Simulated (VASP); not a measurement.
NaCl, 2 atoms in the cell. Symmetry: Fm-3m, No. 225, cubic system. The conventional cell has a = 5.696 Å, b = 5.696 Å, c = 5.696 Å, α = 90.00°, β = 90.00°, γ = 90.00°. Na (site symmetry m-3m) has 6 Cl at 2.85 Å within 3.8 Å. Within 3.8 Å of Cl (site symmetry m-3m) lie 6 Na at 2.85 Å. 

* Program: VASP 6.6.1
* Task: relaxation of cell and atoms
* Functional: PBE
* Potentials or basis: VASP PAW PBE potentials, release 64 (Na_pv, Cl)
* Cutoff: 600 eV
* k mesh: 8 × 8 × 8
* Occupations: gaussian, width 0.01 eV
* Spin: no spin polarisation
* Dipole correction: no
* Further INCAR settings: ALGO = Normal; EDIFF = 1e-07; IBRION = 2; EDIFFG = -0.001; NSW = 80; ISIF = 3

Potentials or basis: VASP PAW PBE potentials, release 64 (Na_pv, Cl).

Run with:

```sh
$ cat potpaw_PBE.64/Na_pv/POTCAR potpaw_PBE.64/Cl/POTCAR > POTCAR
$ mpirun -np 1 vasp_std > vasp.out
```

Hardware: 1 thread of AMD EPYC 7R13 Processor (Zen 3) (shared host).

Question: How long does it take, and how much memory?

Answer: Wall time 18 s on 1 thread of AMD EPYC 7R13 Processor (Zen 3) (shared host), peak memory 0.15 GiB. Counts: scf iterations 20, k points 29, ion steps 2.
